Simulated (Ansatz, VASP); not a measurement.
## NaI in VASP and in Ansatz

The input POSCAR:

```
NaI
1.0
    4.0405366932      0.0000000000      0.0000000000
    0.0000000000      4.0405366932      0.0000000000
    0.0000000000      0.0000000000      4.1031650119
Na I
1 1
Direct
    0.0000000000      0.0000000000      0.0000000000
    0.5000000000      0.5000000000      0.5000000000
```

Contents of INCAR.step1:

```
PREC     = Accurate       # precision mode
ENCUT    = 520            # plane-wave cutoff, eV
EDIFF    = 1E-5           # SCF threshold, eV
ISMEAR   = 0              # smearing method
SIGMA    = 0.01           # smearing width, eV
LREAL    = False          # projectors in reciprocal space
LASPH    = True           # aspherical terms in the spheres
NELM     = 60             # most SCF steps
ALGO     = Normal         # electronic algorithm
ISIF     = 2              # what is computed and relaxed
LWAVE    = True           # write WAVECAR
NBANDS   = 14             # bands
GGA      = PE             # functional
```

Contents of INCAR.step2:

```
PREC     = Accurate       # precision mode
ENCUT    = 520            # plane-wave cutoff, eV
EDIFF    = 1E-7           # SCF threshold, eV
ISMEAR   = 0              # smearing method
SIGMA    = 0.01           # smearing width, eV
LREAL    = False          # projectors in reciprocal space
LASPH    = True           # aspherical terms in the spheres
NELM     = 60             # most SCF steps
ALGO     = Normal         # electronic algorithm
ISIF     = 2              # what is computed and relaxed
LWAVE    = False          # write WAVECAR
LCHARG   = True           # write CHGCAR
GGA      = PE             # functional
LHFCALC  = True           # exact exchange
HFSCREEN = 0.2079         # screening, 1/A
PRECFOCK = Normal       
LELF     = True           # ELF
LVHAR    = True         
NBANDS   = 14             # bands
ISTART   = 1
```

Contents of KPOINTS:

```
Automatic mesh
0
Gamma
  4 4 4
```

Input for Ansatz:

```yaml
crystal:
  lattice:
    - [4.0405366932, 0.0, 0.0]
    - [0.0, 4.0405366932, 0.0]
    - [0.0, 0.0, 4.1031650119]
  atoms:
    - { symbol: Na, position: [0.0, 0.0, 0.0] }
    - { symbol: I, position: [0.5, 0.5, 0.5] }
kpoints:
  mp_grid: { grid: [4, 4, 4] }
  band_path:
    path: [[0.0, 0.0, 0.0], [0.0, 0.5, 0.0], [0.5, 0.5, 0.0], [0.5, 0.5, 0.5]]
    npoints: 1
hamiltonian:
  xc: hse06
scf:
  occupations: { method: fixed }
  n_extra_bands: 4
output:
  forces: true
  stress: true
  eigenvalues: true
```

Change from the starting cell: uniaxial_z strain +1.6%.

Alike in both runs: task single point; functional HSE06; k mesh 4 × 4 × 4; no spin polarisation.

|  | VASP | Ansatz |
| --- | --- | --- |
| version | VASP 6.6.1 | Ansatz 0.2.0 |
| potentials or method | VASP PAW PBE potentials, release 64 (Na_pv, I) | plane waves, PAW |
| plane-wave cutoff (eV) | 520 | 420 |
| occupations | gaussian, width 0.01 eV | fixed |
| valence electrons in the cell | 14 | 26 |

|  | VASP | Ansatz | Ansatz less VASP |
| --- | --- | --- | --- |
| gap on the k mesh at the Fermi level (eV) | 3.16 | 3.18 | +0.017 |
| pressure (GPa) | -0.1 | -0.1 | +0.01 |
| traceless stress, the component that is largest in VASP (GPa) | -0.51 | -0.51 | -0.002 |

VASP's potentials hold 14 valence electrons a cell and Ansatz's 26, so a difference there can come from the potentials and not from the codes. Ansatz's warnings: stress exchange threshold loose, stress scf threshold loose.

Neither program's run includes spin-orbit coupling.
